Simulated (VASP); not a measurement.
# PbSe (P1) in VASP: single point with PBEsol

Aim: the single point of PbSe with PBEsol.

Everything below comes from runs of VASP 6.6.1. Logs are shortened: lines on timing, memory, paths and dates and some standing lists are left out, and cuts for length are marked.

### 1 The cell of the first run

The typed cell holds 8 atoms: a = 8.428 Å, b = 4.221 Å, c = 11.531 Å, α = 42.95°, β = 56.90°, γ = 59.93°.

### 2 Single point, PBEsol

Contents of INCAR:

```
SYSTEM = PbSe
  PREC = Accurate
  ENCUT = 500
  EDIFF = 1E-6
  ISMEAR = -1
  SIGMA = 0.05
  LREAL = .FALSE.
  LASPH = .TRUE.
  NELM = 120
  ALGO = Normal
  ISIF = 2
  LWAVE = .FALSE.
  LCHARG = .TRUE.
  GGA = PS
  LELF = .TRUE.
  LVHAR = .TRUE.
  NBANDS = 50
  GGA_COMPAT = .FALSE.
```

Contents of KPOINTS:

```
regular mesh
0
G
  4 4 4
  0 0 0
```

Contents of POSCAR:

```
PbSe
1.0
    0.5542939591      6.6358765068      5.1656491670
    3.5466598316      0.6910477430      2.1817987987
    8.7633163702      7.4891677630     -0.2879930425
Pb Se
4 4
Direct
   -0.0679016775      0.2244177179     -0.0493686764
    0.1015688185      0.0694108363      0.4434567984
    0.4321019679      0.2244696633     -0.0493888435
    0.6015704255      0.0694519505      0.4434434676
    0.0214746382      0.1755029234      0.1805036183
    0.1925083852      0.0231471652      0.6711653169
    0.5214727317      0.1755542152      0.1804836111
    0.6925203155      0.0231617234      0.6711545092
```

Potentials or basis: VASP PAW PBE potentials, release 64 (Pb_d, Se).

On the command line:

```bash
$ cat potpaw_PBE.64/Pb_d/POTCAR potpaw_PBE.64/Se/POTCAR > POTCAR
$ mpirun -np 1 vasp_std > vasp.out
```

OUTCAR:

```text
SYSTEM = PbSe
   PREC = Accurate
   ENCUT = 500
   EDIFF = 1E-6
   ISMEAR = -1
   LREAL = .FALSE.
   LASPH = .TRUE.
   NELM = 120
   ISIF = 2
   GGA = PS

 ion  position               nearest neighbor table
   1  0.932  0.224  0.951-   5 2.98   5 2.98   7 2.99   8 3.20   6 3.22   6 3.22   2 3.80
   2  0.102  0.069  0.443-   6 2.97   6 2.97   8 2.98   5 3.13   7 3.13   5 3.13   1 3.80
   3  0.432  0.224  0.951-   7 2.98   7 2.98   5 2.99   6 3.19   8 3.22   8 3.22   4 3.80
   4  0.602  0.069  0.443-   8 2.97   8 2.97   6 2.98   7 3.13   5 3.13   7 3.13   3 3.80
   5  0.021  0.176  0.181-   1 2.98   1 2.98   3 2.99   2 3.13   4 3.13   2 3.13
   6  0.193  0.023  0.671-   2 2.97   2 2.97   4 2.98   3 3.19   1 3.22   1 3.22
   7  0.521  0.176  0.180-   3 2.98   3 2.98   1 2.99   4 3.13   2 3.13   4 3.13
   8  0.693  0.023  0.671-   4 2.97   4 2.97   2 2.98   1 3.20   3 3.22   3 3.22

  LATTYP: Found a triclinic cell.
 ALAT       =     8.4264084220
 B/A-ratio  =     0.5009216182
 C/A-ratio  =     0.9323507107
 COS(alpha) =     0.0001702612
 COS(beta)  =     0.2633534661
 COS(gamma) =     0.5007692940

  Lattice vectors:

 A1 = (   6.5390257041,  -5.2537810208,  -0.8020515696)
 A2 = (   3.5466598316,   0.6910477430,   2.1817987987)
 A3 = (  -1.6699967070,  -6.1070722770,   4.6515906399)

Analysis of symmetry for initial positions (statically):
=====================================================================
 Subroutine PRICEL returns:
 Original cell was already a primitive cell.

 Routine SETGRP: Setting up the symmetry group for a
 triclinic supercell.

 Subroutine GETGRP returns: Found  1 space group operations
 (whereof  1 operations were pure point group operations)
 out of a pool of  2 trial point group operations.

The static configuration has the point symmetry C_1 .

Analysis of symmetry for dynamics (positions and initial velocities):
=====================================================================
 Subroutine PRICEL returns:
 Original cell was already a primitive cell.

 Routine SETGRP: Setting up the symmetry group for a
 triclinic supercell.

 Subroutine GETGRP returns: Found  1 space group operations
 (whereof  1 operations were pure point group operations)
 out of a pool of  2 trial point group operations.

The dynamic configuration has the point symmetry C_1 .

 Subroutine INISYM returns: Found  1 space group operations
 (whereof  1 operations are pure point group operations),
 and found     1 'primitive' translations

----------------------------------------------------------------------------------------

                                     Primitive cell

  volume of cell :     230.4122

  direct lattice vectors                    reciprocal lattice vectors
     0.554293959  6.635876507  5.165649167    -0.071779504  0.087413799  0.088995547
     3.546659832  0.691047743  2.181798799     0.176195088 -0.197159044  0.234367289
     8.763316370  7.489167763 -0.287993043     0.047343139  0.074264478 -0.100481451

  length of vectors
     8.427694235  4.220970142 11.531100883     0.143922468  0.353333304  0.133615521

  position of ions in fractional coordinates (direct lattice)
     0.932098323  0.224417718  0.950631324
     0.101568818  0.069410836  0.443456798
     0.432101968  0.224469663  0.950611157
     0.601570426  0.069451951  0.443443468
     0.021474638  0.175502923  0.180503618
     0.192508385  0.023147165  0.671165317
     0.521472732  0.175554215  0.180483611
     0.692520315  0.023161723  0.671154509

  ion indices of the primitive-cell ions
   primitive index   ion index
                 1           1
                 2           2
                 3           3
                 4           4
                 5           5
                 6           6
                 7           7
                 8           8

----------------------------------------------------------------------------------------

 KPOINTS: regular mesh

Automatic generation of k-mesh.
 Grid dimensions read from file:
 generate k-points for:    4    4    4

 Generating k-lattice:

  Cartesian coordinates                     Fractional coordinates (reciprocal lattice)
    -0.017944876  0.021853450  0.022248887     0.250000000  0.000000000 -0.000000000
     0.044048772 -0.049289761  0.058591822     0.000000000  0.250000000 -0.000000000
     0.011835785  0.018566120 -0.025120363     0.000000000  0.000000000  0.250000000

  Length of vectors
     0.035980617  0.088333326  0.033403880

  Shift w.r.t. Gamma in fractional coordinates (k-lattice)
     0.000000000  0.000000000  0.000000000

 Subroutine IBZKPT returns following result:
 ===========================================

 Found     36 irreducible k-points:

 Following reciprocal coordinates:
            Coordinates               Weight
  0.000000  0.000000  0.000000      1.000000
  0.250000  0.000000 -0.000000      2.000000
  0.500000  0.000000 -0.000000      1.000000
 -0.000000  0.250000  0.000000      2.000000
  0.250000  0.250000  0.000000      2.000000
  0.500000  0.250000  0.000000      2.000000
[... 16 lines left out ...]
  0.000000 -0.250000  0.250000      2.000000
  0.250000 -0.250000  0.250000      2.000000
 [... further k-points ...]
   k-points           NKPTS =     36   k-points in BZ     NKDIM =     36   number of bands    NBANDS=     50
   number of dos      NEDOS =    301   number of ions     NIONS =      8
   total plane-waves  NPLWV = 172032
   dimension x,y,z NGX =    64 NGY =   32 NGZ =   84
   dimension x,y,z NGXF=   128 NGYF=   64 NGZF=  168
   ions per type =               4   4
   NGX,Y,Z   is equivalent  to a cutoff of  12.62, 12.60, 12.11 a.u.
   NGXF,Y,Z  is equivalent  to a cutoff of  25.25, 25.21, 24.22 a.u.
 SYSTEM =  PbSe
   PREC   = accura    normal or accurate (medium, high low for compatibility)
   ISTART =      0    job   : 0-new  1-cont  2-samecut
   ICHARG =      2    charge: 1-file 2-atom 10-const
   ISPIN  =      1    spin polarized calculation?
   LNONCOLLINEAR =      F non collinear calculations
   LSORBIT =      F    spin-orbit coupling
   LASPH  =      T    aspherical Exc in radial PAW
   ENCUT  =  500.0 eV  36.75 Ry    6.06 a.u.  15.37  7.70 21.02*2*pi/ulx,y,z
   NELM   =    120;   NELMIN=  2; NELMDL= -5     # of ELM steps
   EDIFF  = 0.1E-05   stopping-criterion for ELM
   LREAL  =      F    real-space projection
   EDIFFG = 0.1E-04   stopping-criterion for IOM
   NSW    =      0    number of steps for IOM
   IBRION =     -1    ionic relax: 0-MD 1-quasi-New 2-CG
   NFREE  =      0    steps in history (QN), initial steepest desc. (CG)
   ISIF   =      2    stress and relaxation
   ISYM   =      2    0-nonsym 1-usesym 2-fastsym
   POTIM  = 0.5000    time-step for ionic-motion
   TEBEG  =    0.0;   TEEND  =   0.0 temperature during run
   PSTRESS=    0.0 pullay stress
   NELECT =      80.0000    total number of electrons
   NUPDOWN=      -1.0000    fix difference up-down
   EMIN   =  10.00;   EMAX   =-10.00  energy-range for DOS
   EFERMI =   0.00;   METHOD = LEGACY
   ISMEAR =    -1;   SIGMA  =   0.05  broadening in eV -4-tet -1-fermi 0-gaus
   EFERMI_NEDOS =   21; number of points for ismear=-14 and -15
   IALGO  =     38    algorithm
   IMIX   =      4    mixing-type and parameters
     AMIX     =   0.40;   BMIX     =  1.00
     AMIX_MAG =   1.60;   BMIX_MAG =  1.00
  volume/ion in A,a.u.               =      28.80       194.36
  Fermi-wavevector in a.u.,A,eV,Ry     =   1.150632  2.174379 18.013478  1.323953
  Thomas-Fermi vector in A             =   2.287294
   LORBIT       =      0    0 simple, 1 ext, 2 COOP (PROOUT), +10 PAW based schemes
   GGA     = PS    functional components
   LHFCALC =     F    Hartree Fock is set to
   AEXX    =    0.0000 exact exchange contribution
   IVDW    =     0    specifies the selected vdW correction
   LEPSILON=     F    determine dielectric tensor
   LRPA    =     F    only Hartree local field effects (RPA)
 non-spin polarized calculation
  energy-cutoff  :      500.00
  volume of cell :      230.41
 maximum number of plane-waves:      5894
 NGX is ok and might be reduce to    64
   NGX = 31   NGY = 15   NGZ = 41

 number of electron      80.0000005 magnetization

 Free energy of the ion-electron system (eV)
  ---------------------------------------------------
  ext. energy  EPLUGINS =         0.00000000
  ---------------------------------------------------
  free energy    TOTEN  =       -35.23055160 eV

  energy without entropy =      -35.23052291  energy(sigma->0) =      -35.23053726

 E-fermi :   5.1804     XC(G=0):  -9.6806

 val. band max:        4.8355765632   @ k =   0.0000   0.0000   0.0000
 cond. band min:       5.5846907945   @ k =   0.0000   0.0000   0.0000
 fundamental gap:      0.7491142313
 Fermi energy:         5.1804185505

 k-point     1 :       0.0000    0.0000    0.0000
  band No.  band energies     occupation
      1     -12.0476      2.00000
      2     -12.0081      2.00000
      3     -12.0076      2.00000
      4     -12.0063      2.00000
      5     -11.9812      2.00000
      6     -11.9715      2.00000
[... 42 lines left out ...]
     49       9.2022      0.00000
     50       9.4530      0.00000

 k-point     2 :       0.2500    0.0000   -0.0000
  band No.  band energies     occupation
      1     -12.0410      2.00000
      2     -12.0120      2.00000
      3     -12.0011      2.00000
      4     -12.0007      2.00000
      5     -11.9770      2.00000
      6     -11.9726      2.00000
[... 42 lines left out ...]
     49       8.7620      0.00000
     50       9.4034      0.00000

 k-point     3 :       0.5000    0.0000   -0.0000
  band No.  band energies     occupation
      1     -12.0253      2.00000
      2     -12.0253      2.00000
      3     -11.9853      2.00000
      4     -11.9852      2.00000
      5     -11.9847      2.00000
      6     -11.9846      2.00000
[... 1102 lines left out ...]
     49       8.6480      0.00000
     50       9.0278      0.00000

 k-point    24 :       0.2500   -0.2500    0.2500
  band No.  band energies     occupation
      1     -12.0325      2.00000
      2     -12.0316      2.00000
      3     -11.9966      2.00000
      4     -11.9960      2.00000
      5     -11.9802      2.00000
      6     -11.9801      2.00000
[... 42 lines left out ...]
     49       8.9131      0.00000
     50       8.9608      0.00000

 [... further k-points ...]
[... 5 lines left out ...]
  --------------------------------------------------------------------------------------
  -------------------------------------------------------------------------------------
  Total        0.0046161      0.0076603     -0.0125698      0.0033716     -0.0055560      0.0116522
  in kB        0.0320981      0.0532658     -0.0874047      0.0234442     -0.0386335      0.0810239
  external PRESSURE =      -0.0006803 kB  Pullay stress =       0.0000000 kB

 VOLUME and BASIS-vectors are now :
 -----------------------------------------------------------------------------
  energy-cutoff  :      500.00
  volume of cell :      230.41
      direct lattice vectors                 reciprocal lattice vectors
     0.554293959  6.635876507  5.165649167    -0.071779504  0.087413799  0.088995547
     3.546659832  0.691047743  2.181798799     0.176195088 -0.197159044  0.234367289
     8.763316370  7.489167763 -0.287993043     0.047343139  0.074264478 -0.100481451

 POSITION                                       TOTAL-FORCE (eV/Angst)
 -----------------------------------------------------------------------------------
      9.64327     13.45981      5.03075         0.001991     -0.002964      0.000616
      4.18863      4.04309      0.54840        -0.001155     -0.002004      0.003471
      9.36614     10.14178      2.44807         0.001966     -0.003008      0.000466
      4.46580      7.36096      3.13132        -0.001134     -0.002029      0.003279
      2.21616      1.61561      0.44186        -0.001530      0.004128     -0.001573
      6.07044      6.31993      0.85164         0.000578      0.000895     -0.002206
      2.49332      4.93342      3.02479        -0.001486      0.004345     -0.001735
      6.34755      9.63787      3.43456         0.000770      0.000637     -0.002317
 -----------------------------------------------------------------------------------
    total drift:                               -0.000380     -0.000713      0.000557

  FREE ENERGIE OF THE ION-ELECTRON SYSTEM (eV)
  ---------------------------------------------------
  free  energy   TOTEN  =       -35.2305515997 eV

  energy  without entropy=      -35.2305229122  energy(sigma->0) =      -35.23053726
```

Run time: 9.1 min. Hardware: 1 thread of AMD EPYC 9R45 (Zen 5), shared host; peak memory 0.56 GiB.

Results:

```
Free energy            : -35.2306 eV
Pressure               : 0.0 GPa
Largest force          : 0.005 eV/Å
Band gap on the k mesh : 0.75 eV
```

Forces in eV/Å, atoms in the order of the input:
```
Pb   0.002 -0.003  0.001
Pb  -0.001 -0.002  0.003
Pb   0.002 -0.003  0.000
Pb  -0.001 -0.002  0.003
Se  -0.002  0.004 -0.002
Se   0.001  0.001 -0.002
Se  -0.001  0.004 -0.002
Se   0.001  0.001 -0.002
```

Levels at points of the mesh, in eV from the valence-band top:
```tsv
k point	band 37	band 38	band 39	band 40	band 41	band 42	band 43	band 44
(0.00, 0.00, 0.00)	-1.43	-1.12	-1.11	0.00	0.75	1.69	1.76	1.83
(0.50, 0.00, 0.00)	-1.30	-1.30	-0.67	-0.67	1.52	1.52	2.35	2.35
(0.00, 0.50, 0.00)	-1.40	-1.40	-0.89	-0.88	1.05	1.05	2.06	2.07
(0.50, 0.50, 0.00)	-1.56	-1.56	-0.52	-0.52	1.42	1.42	1.98	1.98
(0.00, 0.00, 0.50)	-1.36	-1.34	-1.15	-0.89	1.04	2.04	2.47	2.60
(0.50, 0.00, 0.50)	-1.74	-1.74	-0.44	-0.44	1.32	1.32	2.94	2.94
(0.00, 0.50, 0.50)	-1.94	-1.94	-1.42	-1.42	1.70	1.70	1.78	1.78
(0.50, 0.50, 0.50)	-2.11	-2.11	-1.16	-1.16	1.35	1.35	2.67	2.67
```

Caveat: the k points lie up to 0.56 Å⁻¹ apart; the PAW data sets were made with another functional, which shifts forces and pressure a little; spin-orbit coupling is left out, which moves the levels of the heavy elements. A k mesh can miss the band edges.
